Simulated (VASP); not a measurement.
# LiH (P6_3/mmc) in VASP: further runs

The runs below take LiH through single point, with PBE, r2SCAN, HSE06.

Everything below comes from runs of VASP 6.6.1. Logs are shortened: lines on timing, memory, paths and dates and some standing lists are left out, and cuts for length are marked.

**1. The cell of the first run**

Symmetry: P6_3/mmc, No. 194, hexagonal system. Conventional cell: a = 3.255 Å, b = 3.255 Å, c = 4.069 Å, α = 90.00°, β = 90.00°, γ = 120.00°. Within 2.5 Å of Li (site symmetry -6m2) lie 5 H at 1.88 to 2.03 Å. H (site symmetry -6m2) has 5 Li at 1.88 to 2.03 Å within 2.5 Å.

**2. Single point, PBE**

Input file INCAR:

```
PREC = Accurate
ENCUT = 520
EDIFF = 1E-6
ISMEAR = 0
SIGMA = 0.01
LREAL = False
LASPH = True
NELM = 60
ALGO = Normal
ISIF = 2
LWAVE = False
LCHARG = True
GGA = PE
LELF = True
LVHAR = True
NBANDS = 12
```

Input file KPOINTS:

```
Automatic mesh
0
Gamma
  9 9 6
```

Input file POSCAR:

```
LiH
1.0
    3.2548234149      0.0000000000      0.0000000000
   -1.6274117074      2.8187597621      0.0000000000
    0.0000000000      0.0000000000      4.0690682547
Li H
2 2
Direct
    0.3333333333      0.6666666667      0.2500000000
    0.6666666667      0.3333333333      0.7500000000
    0.6666666667      0.3333333333      0.2500000000
    0.3333333333      0.6666666667      0.7500000000
```

Potentials or basis: VASP PAW PBE potentials, release 64 (Li_sv, H).

On the command line:

```
$ cat potpaw_PBE.64/Li_sv/POTCAR potpaw_PBE.64/H/POTCAR > POTCAR
$ mpirun -np 1 vasp_std > vasp.out
```

OUTCAR:

```text
PREC = Accurate
   ENCUT = 520
   EDIFF = 1E-6
   ISMEAR = 0
   LREAL = False
   LASPH = True
   NELM = 60
   ISIF = 2
   GGA = PE

 ion  position               nearest neighbor table
   1  0.333  0.667  0.250-
   2  0.667  0.333  0.750-
   3  0.667  0.333  0.250-
   4  0.333  0.667  0.750-

  LATTYP: Found a hexagonal cell.
 ALAT       =     3.2548234149
 C/A-ratio  =     1.2501655961

  Lattice vectors:

 A1 = (   3.2548234149,   0.0000000000,   0.0000000000)
 A2 = (  -1.6274117074,   2.8187597621,   0.0000000000)
 A3 = (   0.0000000000,   0.0000000000,   4.0690682547)

Analysis of symmetry for initial positions (statically):
=====================================================================
 Subroutine PRICEL returns:
 Original cell was already a primitive cell.

 Routine SETGRP: Setting up the symmetry group for a
 hexagonal supercell.

 Subroutine GETGRP returns: Found 24 space group operations
 (whereof 12 operations were pure point group operations)
 out of a pool of 24 trial point group operations.

The static configuration has the point symmetry D_3d.
 The point group associated with its full space group is D_6h.

Analysis of symmetry for dynamics (positions and initial velocities):
=====================================================================
 Subroutine PRICEL returns:
 Original cell was already a primitive cell.

 Routine SETGRP: Setting up the symmetry group for a
 hexagonal supercell.

 Subroutine GETGRP returns: Found 24 space group operations
 (whereof 12 operations were pure point group operations)
 out of a pool of 24 trial point group operations.

The dynamic configuration has the point symmetry D_3d.
 The point group associated with its full space group is D_6h.

 Subroutine INISYM returns: Found 24 space group operations
 (whereof 12 operations are pure point group operations),
 and found     1 'primitive' translations

----------------------------------------------------------------------------------------

                                     Primitive cell

  volume of cell :      37.3319

  direct lattice vectors                    reciprocal lattice vectors
     3.254823415  0.000000000  0.000000000     0.307236330  0.177382978  0.000000000
    -1.627411707  2.818759762  0.000000000     0.000000000  0.354765955  0.000000000
     0.000000000  0.000000000  4.069068255     0.000000000  0.000000000  0.245756507

  length of vectors
     3.254823415  3.254823415  4.069068255     0.354765955  0.354765955  0.245756507

  position of ions in fractional coordinates (direct lattice)
     0.333333333  0.666666667  0.250000000
     0.666666667  0.333333333  0.750000000
     0.666666667  0.333333333  0.250000000
     0.333333333  0.666666667  0.750000000

  ion indices of the primitive-cell ions
   primitive index   ion index
                 1           1
                 2           2
                 3           3
                 4           4

----------------------------------------------------------------------------------------

 KPOINTS: Automatic mesh

Automatic generation of k-mesh.
 Grid dimensions read from file:
 generate k-points for:    9    9    6

 Generating k-lattice:

  Cartesian coordinates                     Fractional coordinates (reciprocal lattice)
     0.034137370  0.019709220  0.000000000     0.111111111 -0.000000000  0.000000000
     0.000000000  0.039418439  0.000000000     0.000000000  0.111111111  0.000000000
     0.000000000  0.000000000  0.040959418     0.000000000  0.000000000  0.166666667

  Length of vectors
     0.039418439  0.039418439  0.040959418

  Shift w.r.t. Gamma in fractional coordinates (k-lattice)
     0.000000000  0.000000000  0.000000000

 Subroutine IBZKPT returns following result:
 ===========================================

 Found     48 irreducible k-points:

 Following reciprocal coordinates:
            Coordinates               Weight
  0.000000  0.000000  0.000000      1.000000
  0.111111 -0.000000  0.000000      6.000000
  0.222222  0.000000  0.000000      6.000000
  0.333333  0.000000  0.000000      6.000000
  0.444444  0.000000  0.000000      6.000000
  0.111111  0.111111  0.000000      6.000000
[... 16 lines left out ...]
  0.333333  0.222222  0.166667     24.000000
  0.333333  0.333333  0.166667      4.000000
 [... further k-points ...]
   k-points           NKPTS =     48   k-points in BZ     NKDIM =     48   number of bands    NBANDS=     12
   number of dos      NEDOS =    301   number of ions     NIONS =      4
   total plane-waves  NPLWV =  17280
   dimension x,y,z NGX =    24 NGY =   24 NGZ =   30
   dimension x,y,z NGXF=    48 NGYF=   48 NGZF=   60
   ions per type =               2   2
   NGX,Y,Z   is equivalent  to a cutoff of  12.26, 12.26, 12.26 a.u.
   NGXF,Y,Z  is equivalent  to a cutoff of  24.52, 24.52, 24.51 a.u.
 SYSTEM =  unknown system
   PREC   = accura    normal or accurate (medium, high low for compatibility)
   ISTART =      0    job   : 0-new  1-cont  2-samecut
   ICHARG =      2    charge: 1-file 2-atom 10-const
   ISPIN  =      1    spin polarized calculation?
   LNONCOLLINEAR =      F non collinear calculations
   LSORBIT =      F    spin-orbit coupling
   LASPH  =      T    aspherical Exc in radial PAW
   ENCUT  =  520.0 eV  38.22 Ry    6.18 a.u.   6.05  6.05  7.57*2*pi/ulx,y,z
   NELM   =     60;   NELMIN=  2; NELMDL= -5     # of ELM steps
   EDIFF  = 0.1E-05   stopping-criterion for ELM
   LREAL  =      F    real-space projection
[... 7 lines left out ...]
   TEBEG  =    0.0;   TEEND  =   0.0 temperature during run
   PSTRESS=    0.0 pullay stress
   NELECT =       8.0000    total number of electrons
   NUPDOWN=      -1.0000    fix difference up-down
   EMIN   =  10.00;   EMAX   =-10.00  energy-range for DOS
   EFERMI =   0.00;   METHOD = LEGACY
   ISMEAR =     0;   SIGMA  =   0.01  broadening in eV -4-tet -1-fermi 0-gaus
   EFERMI_NEDOS =   21; number of points for ismear=-14 and -15
   IALGO  =     38    algorithm
   IMIX   =      4    mixing-type and parameters
     AMIX     =   0.40;   BMIX     =  1.00
     AMIX_MAG =   1.60;   BMIX_MAG =  1.00
  volume/ion in A,a.u.               =       9.33        62.98
  Fermi-wavevector in a.u.,A,eV,Ry     =   0.979666  1.851300 13.058128  0.959745
  Thomas-Fermi vector in A             =   2.110537
   LORBIT       =      0    0 simple, 1 ext, 2 COOP (PROOUT), +10 PAW based schemes
   GGA     = PE    functional components
   LHFCALC =     F    Hartree Fock is set to
   AEXX    =    0.0000 exact exchange contribution
   IVDW    =     0    specifies the selected vdW correction
   LEPSILON=     F    determine dielectric tensor
   LRPA    =     F    only Hartree local field effects (RPA)
 non-spin polarized calculation
 Gauss-broadening in eV      SIGMA  =   0.01
  energy-cutoff  :      520.00
  volume of cell :       37.33
 maximum number of plane-waves:      1038
   NGX = 13   NGY = 13   NGZ = 15

 number of electron       8.0000006 magnetization

 Free energy of the ion-electron system (eV)
  ---------------------------------------------------
  ext. energy  EPLUGINS =         0.00000000
  ---------------------------------------------------
  free energy    TOTEN  =       -12.16249680 eV

  energy without entropy =      -12.16249680  energy(sigma->0) =      -12.16249680

 E-fermi :  -0.0656     XC(G=0):  -7.8825

 val. band max:       -0.1656645667   @ k =   0.0000   0.0000   0.0000
 cond. band min:       1.6668455623   @ k =   0.3333   0.3333   0.0000
 fundamental gap:      1.8325101290
 Fermi energy:        -0.0655650869

 k-point     1 :       0.0000    0.0000    0.0000
  band No.  band energies     occupation
      1     -44.7885      2.00000
      2     -44.7312      2.00000
      3      -5.3932      2.00000
      4      -0.1657      2.00000
      5       2.9028      0.00000
      6      10.5272      0.00000
      7      10.5272      0.00000
      8      11.2129      0.00000
      9      13.2288      0.00000
     10      13.2288      0.00000
     11      14.9330      0.00000
     12      17.6034      0.00000

 k-point     2 :       0.1111   -0.0000    0.0000
  band No.  band energies     occupation
      1     -44.7862      2.00000
      2     -44.7319      2.00000
      3      -5.2477      2.00000
      4      -0.2433      2.00000
      5       3.1253      0.00000
      6       8.9483      0.00000
      7       9.6672      0.00000
      8      10.9218      0.00000
      9      14.3660      0.00000
     10      14.5933      0.00000
     11      14.6550      0.00000
     12      16.2792      0.00000

 k-point     3 :       0.2222    0.0000    0.0000
  band No.  band energies     occupation
      1     -44.7798      2.00000
      2     -44.7342      2.00000
      3      -4.8139      2.00000
      4      -0.5182      2.00000
      5       3.7884      0.00000
      6       6.6874      0.00000
      7       8.4865      0.00000
      8      10.7343      0.00000
      9      13.7289      0.00000
     10      14.0904      0.00000
     11      15.2011      0.00000
     12      15.2293      0.00000
[... 286 lines left out ...]
 k-point    23 :       0.3333    0.2222    0.1667
  band No.  band energies     occupation
      1     -44.7579      2.00000
      2     -44.7466      2.00000
      3      -2.8320      2.00000
      4      -1.9246      2.00000
      5       2.5145      0.00000
      6       6.4827      0.00000
      7       7.8566      0.00000
      8       9.2424      0.00000
      9      10.3527      0.00000
     10      12.2049      0.00000
     11      15.0227      0.00000
     12      16.1740      0.00000

 k-point    24 :       0.3333    0.3333    0.1667
  band No.  band energies     occupation
      1     -44.7518      2.00000
      2     -44.7518      2.00000
      3      -2.2583      2.00000
      4      -2.2583      2.00000
      5       1.9163      0.00000
      6       7.6521      0.00000
      7       7.6521      0.00000
      8       7.7919      0.00000
      9      11.5586      0.00000
     10      11.5586      0.00000
     11      14.1890      0.00000
     12      17.7770      0.00000

 [... further k-points ...]

------------------------ aborting loop because EDIFF is reached ----------------------------------------

  FORCE on cell =-STRESS in cart. coord.  units (eV):
  Direction    XX          YY          ZZ          XY          YZ          ZX
  --------------------------------------------------------------------------------------
  -------------------------------------------------------------------------------------
  Total       -0.0406824     -0.0406824     -0.0358153     -0.0000000      0.0000000      0.0000000
  in kB       -1.7459694     -1.7459694     -1.5370863     -0.0000000      0.0000000      0.0000000
  external PRESSURE =      -1.6763417 kB  Pullay stress =       0.0000000 kB

 VOLUME and BASIS-vectors are now :
 -----------------------------------------------------------------------------
  energy-cutoff  :      520.00
  volume of cell :       37.33
      direct lattice vectors                 reciprocal lattice vectors
     3.254823415  0.000000000  0.000000000     0.307236330  0.177382978  0.000000000
    -1.627411707  2.818759762  0.000000000     0.000000000  0.354765955  0.000000000
     0.000000000  0.000000000  4.069068255     0.000000000  0.000000000  0.245756507

 POSITION                                       TOTAL-FORCE (eV/Angst)
 -----------------------------------------------------------------------------------
     -0.00000      1.87917      1.01727         0.000000     -0.000000      0.000000
      1.62741      0.93959      3.05180         0.000000      0.000000      0.000000
      1.62741      0.93959      1.01727        -0.000000     -0.000000      0.000000
     -0.00000      1.87917      3.05180         0.000000      0.000000      0.000000
 -----------------------------------------------------------------------------------
    total drift:                                0.000000     -0.000000      0.000000

  FREE ENERGIE OF THE ION-ELECTRON SYSTEM (eV)
  ---------------------------------------------------
  free  energy   TOTEN  =       -12.1624968049 eV

  energy  without entropy=      -12.1624968049  energy(sigma->0) =      -12.16249680
```

It took 12 s on 1 thread of AMD EPYC 7R43 (Zen 3), shared host; peak memory 0.12 GiB.

What came out:

```yaml
Free_energy: -12.1625 eV
Band_gap_on_the_k_mesh: 1.83 eV (least direct gap 3.07 eV)
```

Levels at points of the mesh, in eV from the valence-band top:
| k point | band 2 | band 3 | band 4 | band 5 | band 6 | band 7 |
| --- | --- | --- | --- | --- | --- | --- |
| (0.00, 0.00, 0.00) | -44.57 | -5.23 | 0.00 | 3.07 | 10.69 | 10.69 |
| (0.00, 0.00, 0.50) | -44.59 | -3.72 | -3.72 | 9.55 | 9.55 | 12.71 |

Caveat: the cutoff is under 1.25 times the usual one of these potentials, so pressure, stress and relaxed cells hold a basis-set (Pulay) error. A k mesh can miss the band edges.

**3. Single point, r2SCAN**

POSCAR is that of step 2.

Input file INCAR.step1:

```
  ALGO = Normal
  EDIFF = 1E-4
  ENCUT = 520
  GGA = PE
  ISMEAR = 0
  LASPH = T
  LCHARG = F
  LREAL = F
  LWAVE = T
  NBANDS = 12
  NELM = 100
  PREC = Accurate
  SIGMA = 0.01
```

Input file INCAR.step2:

```
  ALGO = Normal
  EDIFF = 1E-7
  ENCUT = 520
  ISIF = 2
  ISMEAR = 0
  ISTART = 1
  LASPH = T
  LCHARG = F
  LMIXTAU = T
  LREAL = F
  LWAVE = F
  METAGGA = R2SCAN
  NBANDS = 12
  NELM = 100
  PREC = Accurate
  SIGMA = 0.01
```

Input file KPOINTS:

```
k-points
0
Gamma
  9 9 6
```

Potentials or basis: VASP PAW PBE potentials, release 64 (Li_sv, H).

On the command line:

```
$ cat potpaw_PBE.64/Li_sv/POTCAR potpaw_PBE.64/H/POTCAR > POTCAR
$ cp INCAR.step1 INCAR
$ mpirun -np 1 vasp_std > vasp.out
$ cp INCAR.step2 INCAR
$ mpirun -np 1 vasp_std > vasp.out
```

It took 68 s on 1 thread of AMD EPYC 7R43 (Zen 3), shared host; peak memory 0.12 GiB.

Results (log left out):

```yaml
Free_energy: -13.5359 eV
Band_gap_on_the_k_mesh: 2.30 eV (least direct gap 3.61 eV)
```

Levels at points of the mesh, in eV from the valence-band top:
```csv
k point,band 1,band 2,band 3,band 4,band 5,band 6,band 7,band 8,band 9
"(0.00, 0.00, 0.00)",-46.05,-46.00,-5.27,0.00,3.61,11.64,11.64,12.32,14.38
"(0.00, 0.00, 0.50)",-46.02,-46.02,-3.73,-3.73,10.33,10.33,13.86,13.86,13.86
```

Caveat: the cutoff is under 1.25 times the usual one of these potentials, so pressure, stress and relaxed cells hold a basis-set (Pulay) error; the PAW data sets were made with another functional, which shifts forces and pressure a little. A k mesh can miss the band edges.

(Part 1 of 2 ends here.)
